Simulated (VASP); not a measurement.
FePt4:

```
Fe Pt
1.0
     2.20430    1.27265    4.49951
    -2.20430    1.27265    4.49951
     0.00000   -2.54531    4.49951
Fe Pt
1 4
Direct
  0.00000 0.00000 0.00000
  0.60000 0.60000 0.60000
  0.80000 0.80000 0.80000
  0.20000 0.20000 0.20000
  0.40000 0.40000 0.40000
```

```yaml
Program: VASP 6.6.1
Task: relaxation of cell and atoms
Functional: PBE
Potentials_or_basis: VASP PAW PBE potentials, release 64 (Fe, Pt)
Cutoff: 600 eV
k_mesh: 6 × 6 × 6
Occupations: gaussian, width 0.1 eV
Spin: collinear spin, ferromagnetic start
Starting_moments: "[4.0, 0.0, 0.0, 0.0, 0.0] μB"
```

At the start: pressure 2.6 GPa; volume 15.15 Å³/atom.

Problem. How do energy, volume and symmetry change on relaxing?

Solution. Over 7 steps the energy falls by 12.0 meV/atom and the volume is 15.29 Å³/atom (+1.0 %); space group R-3m (No. 166, to 0.05 Å); moment 3.51 μB per cell.

The path:
| step | energy change (eV) | largest force (eV/Å) | pressure (GPa) | volume (Å³) |
| --- | --- | --- | --- | --- |
| 1 | 0.0000 | 0.4552 | 2.61 | 75.74 |
| 2 | -0.0020 | 0.3000 | -5.09 | 78.47 |
| 3 | -0.0194 | 0.3701 | -1.50 | 77.12 |
| 4 | -0.0448 | 0.2382 | -0.86 | 76.79 |
| 5 | -0.0598 | 0.0138 | 0.38 | 76.29 |
| 6 | -0.0595 | 0.0251 | -0.76 | 76.70 |
| 7 | -0.0601 | 0.0029 | -0.10 | 76.46 |

Final structure:
```
Fe Pt
1.0
     2.21161    1.27687    4.51274
    -2.21161    1.27687    4.51274
     0.00000   -2.55375    4.51274
Fe Pt
1 4
Direct
  0.00000 0.00000 0.00000
  0.60420 0.60420 0.60420
  0.80563 0.80563 0.80563
  0.19437 0.19437 0.19437
  0.39580 0.39580 0.39580
```
